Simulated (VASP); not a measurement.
## Tl: single point with PBE

Crystal: Tl.

```
Tl
1.0
     1.78105    1.02829    8.24042
    -1.78105    1.02829    8.24042
     0.00000   -2.05658    8.24042
Tl
3
Direct
  0.00000 0.00000 0.00000
  0.22458 0.22458 0.22458
  0.77906 0.77906 0.77906
```

This cell differs from its parent crystal: one atom moved.

```yaml
Program: VASP 6.6.1
Task: single point
Functional: PBE
Potentials_or_basis: VASP PAW PBE potentials, release 64 (Tl_d)
Cutoff: 500 eV
k_mesh: 12 × 12 × 12
Occupations: gaussian, width 0.1 eV
Spin: no spin polarisation
```

* Pressure: 1.1 GPa
* Largest force: 0.207 eV/Å
* Band gap on the k mesh: zero (an odd number of electrons rules out a gap without spin polarisation)

Forces in eV/Å, atoms in the order of the input:
```
Tl   0.000  0.000  0.110
Tl   0.000  0.000 -0.207
Tl   0.000  0.000  0.098
```

Stress tensor (GPa, compression positive):
```
0.98 0.00 0.00
0.00 0.98 0.00
0.00 0.00 1.43
```

Levels at points of the mesh, in eV from the Fermi level:
```tsv
k point	band 15	band 16	band 17	band 18	band 19	band 20	band 21	band 22	band 23	band 24
(0.00, 0.00, 0.00)	-11.17	-9.74	-7.27	-7.12	0.97	1.06	7.59	7.59	7.69	7.69
(0.50, 0.00, 0.00)	-11.10	-5.83	-4.99	-4.41	-2.31	-1.05	-0.72	3.43	4.16	4.23
(0.50, 0.50, 0.00)	-11.07	-5.57	-5.35	-4.39	-2.50	-0.79	-0.14	2.36	3.44	3.87
(0.50, 0.50, 0.50)	-11.12	-9.19	-9.04	-4.85	-2.54	6.37	6.55	7.16	7.16	8.67
```

It took 19 min on 1 thread of Intel(R) Xeon(R) Platinum 8259CL CPU @ 2.50GHz (Skylake/Cascade Lake), on a shared host, peak memory 0.73 GiB.

Caveat: the cell differs from its parent crystal (one atom moved); spin-orbit coupling is left out, which moves the levels of the heavy elements.
